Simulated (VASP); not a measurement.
# Li (Pm-3m) in VASP: a series of runs

Li is run at these levels: PBE; tasks: single point.

Program: VASP 6.6.1. These are calculated values, not measurements. Logs are shortened: lines on timing, memory, paths and dates and some standing lists are left out, and cuts for length are marked.

## Step 1: The cell of the first run

The structure is cubic, space group Pm-3m (No. 221). The conventional cell has a = 2.805 Å, b = 2.805 Å, c = 2.805 Å, α = 90.00°, β = 90.00°, γ = 90.00°. Li (site symmetry m-3m) has 6 Li at 2.81 Å within 3.7 Å.

This isn't the form of Li at room conditions, which is bcc.

## Step 2: Single point, PBE (22.07 Å³/atom)

INCAR reads:

```
ALGO = Normal
EDIFF = 1E-6
ENCUT = 520
GGA = PE
ISIF = 2
ISMEAR = -1
LASPH = True
LCHARG = True
LELF = True
LREAL = False
LVHAR = True
LWAVE = False
NBANDS = 8
NELM = 100
PREC = Accurate
SIGMA = 0.1
```

KPOINTS reads:

```
k-points
0
Gamma
  19 19 19
```

POSCAR reads:

```
Li
1.0
    2.8050977718      0.0000000000      0.0000000000
    0.0000000000      2.8050977718      0.0000000000
    0.0000000000      0.0000000000      2.8050977718
Li
1
Direct
    0.0000000000      0.0000000000      0.0000000000
```

Potentials or basis: VASP PAW PBE potentials, release 64 (Li_sv).

The run is started by

```bash
> cat potpaw_PBE.64/Li_sv/POTCAR > POTCAR
> mpirun -np 1 vasp_std > vasp.out
```

OUTCAR:

```text
EDIFF = 1E-6
   ENCUT = 520
   GGA = PE
   ISIF = 2
   ISMEAR = -1
   LASPH = True
   LREAL = False
   NELM = 100
   PREC = Accurate

 ion  position               nearest neighbor table
   1  0.000  0.000  0.000-

  LATTYP: Found a simple cubic cell.
 ALAT       =     2.8050977718

  Lattice vectors:

 A1 = (   2.8050977718,   0.0000000000,   0.0000000000)
 A2 = (   0.0000000000,   2.8050977718,   0.0000000000)
 A3 = (   0.0000000000,   0.0000000000,   2.8050977718)

Analysis of symmetry for initial positions (statically):
=====================================================================
 Subroutine PRICEL returns:
 Original cell was already a primitive cell.

 Routine SETGRP: Setting up the symmetry group for a
 simple cubic supercell.

 Subroutine GETGRP returns: Found 48 space group operations
 (whereof 48 operations were pure point group operations)
 out of a pool of 48 trial point group operations.

The static configuration has the point symmetry O_h .

Analysis of symmetry for dynamics (positions and initial velocities):
=====================================================================
 Subroutine PRICEL returns:
 Original cell was already a primitive cell.

 Routine SETGRP: Setting up the symmetry group for a
 simple cubic supercell.

 Subroutine GETGRP returns: Found 48 space group operations
 (whereof 48 operations were pure point group operations)
 out of a pool of 48 trial point group operations.

The dynamic configuration has the point symmetry O_h .

 Subroutine INISYM returns: Found 48 space group operations
 (whereof 48 operations are pure point group operations),
 and found     1 'primitive' translations

----------------------------------------------------------------------------------------

                                     Primitive cell

  volume of cell :      22.0721

  direct lattice vectors                    reciprocal lattice vectors
     2.805097772  0.000000000  0.000000000     0.356493813  0.000000000  0.000000000
     0.000000000  2.805097772  0.000000000     0.000000000  0.356493813  0.000000000
     0.000000000  0.000000000  2.805097772     0.000000000  0.000000000  0.356493813

  length of vectors
     2.805097772  2.805097772  2.805097772     0.356493813  0.356493813  0.356493813

  position of ions in fractional coordinates (direct lattice)
     0.000000000  0.000000000  0.000000000

  ion indices of the primitive-cell ions
   primitive index   ion index
                 1           1

----------------------------------------------------------------------------------------

 KPOINTS: k-points

Automatic generation of k-mesh.
 Grid dimensions read from file:
 generate k-points for:   19   19   19

 Generating k-lattice:

  Cartesian coordinates                     Fractional coordinates (reciprocal lattice)
     0.018762832  0.000000000  0.000000000     0.052631579  0.000000000  0.000000000
     0.000000000  0.018762832  0.000000000     0.000000000  0.052631579  0.000000000
     0.000000000  0.000000000  0.018762832     0.000000000  0.000000000  0.052631579

  Length of vectors
     0.018762832  0.018762832  0.018762832

  Shift w.r.t. Gamma in fractional coordinates (k-lattice)
     0.000000000  0.000000000  0.000000000

 Subroutine IBZKPT returns following result:
 ===========================================

 Found    220 irreducible k-points:

 Following reciprocal coordinates:
            Coordinates               Weight
  0.000000  0.000000  0.000000      1.000000
  0.052632  0.000000  0.000000      6.000000
  0.105263  0.000000  0.000000      6.000000
  0.157895  0.000000  0.000000      6.000000
  0.210526  0.000000  0.000000      6.000000
  0.263158  0.000000  0.000000      6.000000
[... 16 lines left out ...]
  0.263158  0.105263  0.000000     24.000000
  0.315789  0.105263  0.000000     24.000000
 [... further k-points ...]
   k-points           NKPTS =    220   k-points in BZ     NKDIM =    220   number of bands    NBANDS=      8
   number of dos      NEDOS =    301   number of ions     NIONS =      1
   total plane-waves  NPLWV =  13824
   dimension x,y,z NGX =    24 NGY =   24 NGZ =   24
   dimension x,y,z NGXF=    48 NGYF=   48 NGZF=   48
   ions per type =               1
   NGX,Y,Z   is equivalent  to a cutoff of  14.22, 14.22, 14.22 a.u.
   NGXF,Y,Z  is equivalent  to a cutoff of  28.45, 28.45, 28.45 a.u.
 SYSTEM =  unknown system
   PREC   = accura    normal or accurate (medium, high low for compatibility)
   ISTART =      0    job   : 0-new  1-cont  2-samecut
   ICHARG =      2    charge: 1-file 2-atom 10-const
   ISPIN  =      1    spin polarized calculation?
   LNONCOLLINEAR =      F non collinear calculations
   LSORBIT =      F    spin-orbit coupling
   LASPH  =      T    aspherical Exc in radial PAW
   ENCUT  =  520.0 eV  38.22 Ry    6.18 a.u.   5.22  5.22  5.22*2*pi/ulx,y,z
   NELM   =    100;   NELMIN=  2; NELMDL= -5     # of ELM steps
   EDIFF  = 0.1E-05   stopping-criterion for ELM
   LREAL  =      F    real-space projection
   EDIFFG = 0.1E-04   stopping-criterion for IOM
   NSW    =      0    number of steps for IOM
   IBRION =     -1    ionic relax: 0-MD 1-quasi-New 2-CG
   NFREE  =      0    steps in history (QN), initial steepest desc. (CG)
   ISIF   =      2    stress and relaxation
   ISYM   =      2    0-nonsym 1-usesym 2-fastsym
   POTIM  = 0.5000    time-step for ionic-motion
   TEBEG  =    0.0;   TEEND  =   0.0 temperature during run
   PSTRESS=    0.0 pullay stress
   NELECT =       3.0000    total number of electrons
   NUPDOWN=      -1.0000    fix difference up-down
   EMIN   =  10.00;   EMAX   =-10.00  energy-range for DOS
   EFERMI =   0.00;   METHOD = LEGACY
   ISMEAR =    -1;   SIGMA  =   0.10  broadening in eV -4-tet -1-fermi 0-gaus
   EFERMI_NEDOS =   21; number of points for ismear=-14 and -15
   IALGO  =     38    algorithm
   IMIX   =      4    mixing-type and parameters
     AMIX     =   0.40;   BMIX     =  1.00
     AMIX_MAG =   1.60;   BMIX_MAG =  1.00
  volume/ion in A,a.u.               =      22.07       148.95
  Fermi-wavevector in a.u.,A,eV,Ry     =   0.841719  1.590619  9.639609  0.708491
  Thomas-Fermi vector in A             =   1.956309
   LORBIT       =      0    0 simple, 1 ext, 2 COOP (PROOUT), +10 PAW based schemes
   GGA     = PE    functional components
   LHFCALC =     F    Hartree Fock is set to
   AEXX    =    0.0000 exact exchange contribution
   IVDW    =     0    specifies the selected vdW correction
   LEPSILON=     F    determine dielectric tensor
   LRPA    =     F    only Hartree local field effects (RPA)
 non-spin polarized calculation
  energy-cutoff  :      520.00
  volume of cell :       22.07
 maximum number of plane-waves:       624
 NGX is ok and might be reduce to    24
   NGX = 11   NGY = 11   NGZ = 11

 number of electron       3.0000008 magnetization

 Free energy of the ion-electron system (eV)
  ---------------------------------------------------
  ext. energy  EPLUGINS =         0.00000000
  ---------------------------------------------------
  free energy    TOTEN  =        -1.78817695 eV

  energy without entropy =       -1.77473279  energy(sigma->0) =       -1.78145487

 E-fermi :   0.3628     XC(G=0):  -6.8373

 val. band max:        0.3561633028   @ k =   0.3684   0.2632   0.1579
 cond. band min:       0.4182018548   @ k =   0.3684   0.3158   0.0000
 fundamental gap:      0.0620385520
 Fermi energy:         0.3627719146

 k-point     1 :       0.0000    0.0000    0.0000
  band No.  band energies     occupation
      1     -46.5396      2.00000
      2      -3.0234      2.00000
      3      11.6840      0.00000
      4      11.6840      0.00000
      5      11.6840      0.00000
      6      13.9978      0.00000
      7      13.9978      0.00000
      8      19.6595      0.00000

 k-point     2 :       0.0526    0.0000    0.0000
  band No.  band energies     occupation
      1     -46.5391      2.00000
      2      -2.9832      2.00000
      3      10.8808      0.00000
      4      11.7301      0.00000
      5      11.7301      0.00000
      6      14.0496      0.00000
      7      14.8532      0.00000
      8      19.6464      0.00000

 k-point     3 :       0.1053    0.0000    0.0000
  band No.  band energies     occupation
      1     -46.5378      2.00000
      2      -2.8630      2.00000
      3       9.5374      0.00000
      4      11.8675      0.00000
      5      11.8675      0.00000
      6      14.2049      0.00000
      7      16.3114      0.00000
      8      19.6438      0.00000

 k-point     4 :       0.1579    0.0000    0.0000
  band No.  band energies     occupation
      1     -46.5358      2.00000
      2      -2.6635      2.00000
      3       8.1764      0.00000
      4      12.0937      0.00000
      5      12.0937      0.00000
      6      14.4632      0.00000
      7      17.6245      0.00000
      8      19.8688      0.00000

 k-point     5 :       0.2105    0.0000    0.0000
  band No.  band energies     occupation
      1     -46.5334      2.00000
      2      -2.3869      2.00000
      3       6.8788      0.00000
      4      12.4035      0.00000
      5      12.4035      0.00000
      6      14.8233      0.00000
      7      18.1930      0.00000
      8      20.8116      0.00000
[... 177 lines left out ...]
 k-point    22 :       0.2105    0.1053    0.0000
  band No.  band energies     occupation
      1     -46.5318      2.00000
      2      -2.2214      2.00000
      3       6.9176      0.00000
      4      10.6260      0.00000
      5      12.5847      0.00000
      6      16.4212      0.00000
      7      18.3866      0.00000
      8      20.6125      0.00000

 k-point    23 :       0.2632    0.1053    0.0000
  band No.  band energies     occupation
      1     -46.5292      2.00000
      2      -1.8678      2.00000
      3       5.7480      0.00000
      4      11.0008      0.00000
      5      12.9673      0.00000
      6      16.7876      0.00000
      7      17.9221      0.00000
      8      21.4700      0.00000

 k-point    24 :       0.3158    0.1053    0.0000
  band No.  band energies     occupation
      1     -46.5267      2.00000
      2      -1.4464      2.00000
      3       4.6592      0.00000
      4      11.4659      0.00000
      5      13.4062      0.00000
      6      16.8793      0.00000
      7      17.6389      0.00000
      8      21.0142      0.00000

 [... further k-points ...]
[... 5 lines left out ...]
  --------------------------------------------------------------------------------------
  -------------------------------------------------------------------------------------
  Total       -0.1253016     -0.1253016     -0.1253016     -0.0000000     -0.0000000      0.0000000
  in kB       -9.0954284     -9.0954284     -9.0954284     -0.0000000     -0.0000000      0.0000000
  external PRESSURE =      -9.0954284 kB  Pullay stress =       0.0000000 kB

 VOLUME and BASIS-vectors are now :
 -----------------------------------------------------------------------------
  energy-cutoff  :      520.00
  volume of cell :       22.07
      direct lattice vectors                 reciprocal lattice vectors
     2.805097772  0.000000000  0.000000000     0.356493813  0.000000000  0.000000000
     0.000000000  2.805097772  0.000000000     0.000000000  0.356493813  0.000000000
     0.000000000  0.000000000  2.805097772     0.000000000  0.000000000  0.356493813

 POSITION                                       TOTAL-FORCE (eV/Angst)
 -----------------------------------------------------------------------------------
      0.00000      0.00000      0.00000         0.000000      0.000000      0.000000
 -----------------------------------------------------------------------------------
    total drift:                                0.000000     -0.000000      0.000000

  FREE ENERGIE OF THE ION-ELECTRON SYSTEM (eV)
  ---------------------------------------------------
  free  energy   TOTEN  =        -1.7881769457 eV

  energy  without entropy=       -1.7747327911  energy(sigma->0) =       -1.78145487
```

Wall time 7 s (1 thread of Intel Xeon 6975P-C (Granite Rapids), shared host); peak memory 0.15 GiB.

Results:

```
Free energy            : -1.7882 eV
Band gap on the k mesh : zero (an odd number of electrons rules out a gap without spin polarisation)
```

Caveat: the cutoff is under 1.25 times the usual one of these potentials, so pressure, stress and relaxed cells hold a basis-set (Pulay) error.

## Step 3: Single point, PBE (22.89 Å³/atom)

This run uses another cell than the first one, of 22.89 Å³/atom.

INCAR reads:

```
SYSTEM = Li
PREC = Accurate
ENCUT = 520
EDIFF = 1E-7
ISMEAR = -1
SIGMA = 0.1
LREAL = .FALSE.
LASPH = .TRUE.
NELM = 60
ALGO = Normal
ISIF = 2
LWAVE = .FALSE.
LCHARG = .FALSE.
GGA = PE
NBANDS = 8
```

KPOINTS reads:

```
Automatic mesh
0
G
  19 19 19
  0 0 0
```

POSCAR reads:

```
Li
1.0
    2.8393096530      0.0000000000      0.0000000000
    0.0000000000      2.8393096530      0.0000000000
    0.0000000000      0.0000000000      2.8393096530
Li
1
Direct
    0.0000000000      0.0000000000      0.0000000000
```

Potentials or basis: VASP PAW PBE potentials, release 64 (Li_sv).

The run is started by

```bash
> cat potpaw_PBE.64/Li_sv/POTCAR > POTCAR
> mpirun -np 1 vasp_std > vasp.out
```

OUTCAR:

```text
SYSTEM = Li
   PREC = Accurate
   ENCUT = 520
   EDIFF = 1E-7
   ISMEAR = -1
   LREAL = .FALSE.
   LASPH = .TRUE.
   NELM = 60
   ISIF = 2
   GGA = PE

 ion  position               nearest neighbor table
   1  0.000  0.000  0.000-

  LATTYP: Found a simple cubic cell.
 ALAT       =     2.8393096530

  Lattice vectors:

 A1 = (   2.8393096530,   0.0000000000,   0.0000000000)
 A2 = (   0.0000000000,   2.8393096530,   0.0000000000)
 A3 = (   0.0000000000,   0.0000000000,   2.8393096530)

Analysis of symmetry for initial positions (statically):
=====================================================================
 Subroutine PRICEL returns:
 Original cell was already a primitive cell.

 Routine SETGRP: Setting up the symmetry group for a
 simple cubic supercell.

 Subroutine GETGRP returns: Found 48 space group operations
 (whereof 48 operations were pure point group operations)
 out of a pool of 48 trial point group operations.

The static configuration has the point symmetry O_h .

Analysis of symmetry for dynamics (positions and initial velocities):
=====================================================================
 Subroutine PRICEL returns:
[... 154 lines left out ...]

 E-fermi :   0.2700     XC(G=0):  -6.7520

 val. band max:        0.2561337049   @ k =   0.3684   0.2632   0.1579
 cond. band min:       0.3178136318   @ k =   0.3684   0.3158   0.0000
 fundamental gap:      0.0616799270
 Fermi energy:         0.2699680302

 k-point     1 :       0.0000    0.0000    0.0000
  band No.  band energies     occupation
      1     -46.6874      2.00000
      2      -3.0690      2.00000
      3      11.3116      0.00000
      4      11.3116      0.00000
      5      11.3116      0.00000
      6      13.5944      0.00000
      7      13.5944      0.00000
      8      19.0464      0.00000
[... 243 lines left out ...]
 k-point    24 :       0.3158    0.1053    0.0000
  band No.  band energies     occupation
      1     -46.6763      2.00000
      2      -1.5129      2.00000
      3       4.4448      0.00000
      4      11.0949      0.00000
      5      12.9864      0.00000
      6      16.3937      0.00000
      7      17.1333      0.00000
      8      20.4312      0.00000

 [... further k-points ...]
[... 5 lines left out ...]
  --------------------------------------------------------------------------------------
  -------------------------------------------------------------------------------------
  Total       -0.1757757     -0.1757757     -0.1757757     -0.0000000      0.0000000      0.0000000
  in kB      -12.3035680    -12.3035680    -12.3035680     -0.0000000      0.0000000      0.0000000
  external PRESSURE =     -12.3035680 kB  Pullay stress =       0.0000000 kB

 VOLUME and BASIS-vectors are now :
 -----------------------------------------------------------------------------
  energy-cutoff  :      520.00
  volume of cell :       22.89
      direct lattice vectors                 reciprocal lattice vectors
     2.839309653  0.000000000  0.000000000     0.352198288  0.000000000  0.000000000
     0.000000000  2.839309653  0.000000000     0.000000000  0.352198288  0.000000000
     0.000000000  0.000000000  2.839309653     0.000000000  0.000000000  0.352198288

 POSITION                                       TOTAL-FORCE (eV/Angst)
 -----------------------------------------------------------------------------------
      0.00000      0.00000      0.00000         0.000000      0.000000      0.000000
 -----------------------------------------------------------------------------------
    total drift:                                0.000000     -0.000000      0.000000

  FREE ENERGIE OF THE ION-ELECTRON SYSTEM (eV)
  ---------------------------------------------------
  free  energy   TOTEN  =        -1.7832060903 eV

  energy  without entropy=       -1.7694550581  energy(sigma->0) =       -1.77633057
```

OSZICAR:

```text
N       E                     dE             d eps       ncg     rms          rms(c)
DAV:   1     0.683222845049E-02    0.68322E-02   -0.70556E+02  3560   0.258E+02
DAV:   2    -0.175131938087E+01   -0.17582E+01   -0.17261E+01  5040   0.346E+01
DAV:   3    -0.178528629341E+01   -0.33967E-01   -0.33951E-01  4024   0.358E+00
DAV:   4    -0.178597116784E+01   -0.68487E-03   -0.68486E-03  5184   0.435E-01
DAV:   5    -0.178597372103E+01   -0.25532E-05   -0.25532E-05  4136   0.220E-02    0.335E-01
DAV:   6    -0.178426096995E+01    0.17128E-02   -0.38714E-04  5568   0.870E-02    0.192E-01
DAV:   7    -0.178321182912E+01    0.10491E-02   -0.10262E-03  5448   0.122E-01    0.380E-02
DAV:   8    -0.178320587870E+01    0.59504E-05   -0.15752E-05  4168   0.261E-02    0.303E-03
DAV:   9    -0.178320618740E+01   -0.30870E-06   -0.10962E-06  5560   0.801E-03    0.716E-04
DAV:  10    -0.178320609030E+01    0.97105E-07   -0.97530E-08  4048   0.204E-03
   1 F= -.17832061E+01 E0= -.17763306E+01  d E =-.137510E-01
```

stdout:

```text
POSCAR found type information on POSCAR Li
 POSCAR found :  1 types and       1 ions
 scaLAPACK will be used
 LDA part: xc-table for (Slater+PW92), standard interpolation
 POSCAR, INCAR and KPOINTS ok, starting setup
 FFT: planning ... GRIDC
 FFT: planning ... GRID_SOFT
 FFT: planning ... GRID
 WAVECAR not read
 entering main loop
```

Run time: 7.7 s. Hardware: 1 thread of Intel Xeon 6975P-C (Granite Rapids), shared host; peak memory 0.15 GiB.

Results:

| Quantity | Value |
| --- | --- |
| Free energy | -1.7832 eV |
| Band gap on the k mesh | zero (an odd number of electrons rules out a gap without spin polarisation) |

Levels at points of the mesh, in eV from the Fermi level:
| k point | band 1 | band 2 | band 3 | band 4 | band 5 | band 6 | band 7 |
| --- | --- | --- | --- | --- | --- | --- | --- |
| (0.00, 0.00, 0.00) | -46.96 | -3.34 | 11.04 | 11.04 | 11.04 | 13.32 | 13.32 |

Caveat: the cutoff is under 1.25 times the usual one of these potentials, so pressure, stress and relaxed cells hold a basis-set (Pulay) error.
